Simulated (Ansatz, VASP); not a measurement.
## PbO: VASP beside Ansatz

Contents of INCAR:

```
PREC = Accurate
ENCUT = 520
EDIFF = 1E-6
ISMEAR = 0
SIGMA = 0.02
LREAL = F
LASPH = T
NELM = 60
ALGO = Normal
ISIF = 2
LWAVE = F
LCHARG = T
LDIPOL = T
IDIPOL = 3
DIPOL = 0.5 0.5 0.500
GGA = PE
IVDW = 12
LELF = T
LVHAR = T
LVACPOTAV = T
NBANDS = 28
```

KPOINTS

```
regular mesh
0
Gamma
  6 6 1
```

Contents of POSCAR:

```
PbO
1.0
    3.6910000000      0.0000000000      0.0000000000
    0.0000000000      3.6910000000      0.0000000000
    0.0000000000      0.0000000000     30.7493267952
Pb O
2 2
Direct
    0.5000000000      0.0000000000      0.4634788752
    0.0000000000      0.5000000000      0.5365211248
    0.0000000000      0.0000000000      0.5000000000
    0.5000000000      0.5000000000      0.5000000000
```

Input for Ansatz:

```yaml
crystal:
  lattice:
    - [3.691, 0.0, 0.0]
    - [0.0, 3.691, 0.0]
    - [0.0, 0.0, 30.7493267952]
  atoms:
    - { symbol: Pb, position: [0.5, 0.0, 0.4634788752] }
    - { symbol: O, position: [0.0, 0.0, 0.5] }
    - { symbol: O, position: [0.5, 0.5, 0.5] }
    - { symbol: Pb, position: [0.0, 0.5, 0.5365211248] }
  periodic: [true, true, false]
basis:
  ecutwfc: 420
kpoints:
  mp_grid: { grid: [6, 6, 1] }
hamiltonian:
  xc: pbe
  dispersion: d3bj
scf:
  occupations: { method: gaussian, width: 0.02 }
output:
  forces: true
  stress: true
  eigenvalues: true
```

Alike in both runs: task single point; functional PBE; dispersion D3(BJ); k mesh 6 × 6 × 1; occupations gaussian, width 0.02 eV; no spin polarisation.

|  | VASP | Ansatz |
| --- | --- | --- |
| version | VASP 6.6.1 | Ansatz 0.2.0 |
| potentials or method | VASP PAW PBE potentials, release 64 (Pb_d, O), cutoff 520 eV | scalar-relativistic, plane waves, PAW |
| valence electrons in the cell | 40 | 40 |

Ansatz gave:

```
gap on the k mesh at the Fermi level (eV) : 3.16
least direct gap on the mesh (eV)         : 3.17
rms of the force components (eV/Å)        : 1.918
```

**Question.** What did VASP give for the same quantities?

**Answer.** gap on the k mesh at the Fermi level (eV): 3.12; least direct gap on the mesh (eV): 3.12; rms of the force components (eV/Å): 1.951.

Spin-orbit coupling is off throughout.
